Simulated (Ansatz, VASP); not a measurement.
# Two plane-wave programs on Mg3BeS

```
Mg Be S
1.0
     3.13231    1.80844    3.25167
    -3.13231    1.80844    3.25167
     0.00000   -3.61688    3.25167
Mg Be S
3 1 1
Direct
  0.49544 0.76256 0.09961
  0.09961 0.49544 0.76256
  0.76256 0.09961 0.49544
  0.60311 0.60311 0.60311
  0.00818 0.00818 0.00818
```

Change from the starting cell: species swapped into the Ag3SI type (R3, No. 146).

Alike in both runs: functional PBE; k mesh 4 × 4 × 4; occupations gaussian, width 0.1 eV; no spin polarisation.

Ansatz relaxed the structure, and its values are those at the end. VASP's run is a single point on that final structure, the one shown.

```csv
,VASP,Ansatz
version,VASP 6.6.1,Ansatz 0.2.0
potentials or method,"VASP PAW PBE potentials, release 64 (Mg, Be, S), cutoff 520 eV","scalar-relativistic, plane waves, PAW"
valence electrons in the cell,14,38
```

|  | VASP | Ansatz | Ansatz less VASP |
| --- | --- | --- | --- |
| gap on the k mesh at the Fermi level (eV) | none | none | - |
| pressure (GPa) | -0.2 | -0.1 | +0.10 |
| rms of the force components (eV/Å) | 0.010 | 0.009 | -0.0012 |

A gap of «none» marks a metal or a gap that the smearing closes. VASP's potentials hold 14 valence electrons a cell and Ansatz's 38, so a difference there can come from the potentials and not from the codes.
